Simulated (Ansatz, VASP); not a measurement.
**Two plane-wave programs on CaO**

File INCAR:

```
ALGO = Normal
EDIFF = 1E-7
ENCUT = 520
GGA = PE
ISIF = 2
ISMEAR = -1
LASPH = T
LCHARG = F
LREAL = F
LWAVE = F
NBANDS = 15
NELM = 60
PREC = Accurate
SIGMA = 0.02
```

KPOINTS

```
k-points
0
Gamma
  10 10 10
```

Contents of POSCAR:

```
CaO
1.0
    0.0000000000      2.4735525653      2.3975502232
    2.4735525653      0.0000000000      2.3975502232
    2.4735525653      2.4735525653      0.0000000000
Ca O
1 1
Direct
    0.0000000000      0.0000000000      0.0000000000
    0.5000000000      0.5000000000      0.5000000000
```

Input for Ansatz:

```yaml
crystal:
  lattice:
    - [0.0, 2.4735525653, 2.3975502232]
    - [2.4735525653, 0.0, 2.3975502232]
    - [2.4735525653, 2.4735525653, 0.0]
  atoms:
    - { symbol: Ca, position: [0.0, 0.0, 0.0] }
    - { symbol: O, position: [0.5, 0.5, 0.5] }
kpoints:
  mp_grid: { grid: [10, 10, 10] }
  band_path:
    path:
      - [0.0, 0.0, 0.0]
      - [0.5, 0.0, 0.5]
      - [0.625, 0.25, 0.625]
      - [0.375, 0.375, 0.75]
      - [0.5, 0.5, 0.5]
      - [0.5, 0.25, 0.75]
    npoints: 1
hamiltonian:
  xc: pbe
scf:
  occupations: { method: fermi_dirac, width: 0.02 }
  n_extra_bands: 4
output:
  forces: true
  stress: true
  eigenvalues: true
```

Change from the starting cell: biaxial_xy strain +3.2%.

Alike in both runs: task single point; functional PBE; k mesh 10 × 10 × 10; occupations fermi-dirac, width 0.02 eV; no spin polarisation.

```csv
,VASP,Ansatz
version,VASP 6.6.1,Ansatz 0.2.0
potentials or method,"VASP PAW PBE potentials, release 64 (Ca_sv, O)","plane waves, PAW"
plane-wave cutoff (eV),520,420
valence electrons in the cell,16,16
```

VASP gave:

* gap on the k mesh at the Fermi level (eV): 3.54
* pressure (GPa): -3.2
* traceless stress, the component that is largest in VASP (GPa): 2.61

Estimate Ansatz's values.

gap on the k mesh at the Fermi level (eV): 3.56; pressure (GPa): -3.7; traceless stress, the component that is largest in VASP (GPa): 2.49.
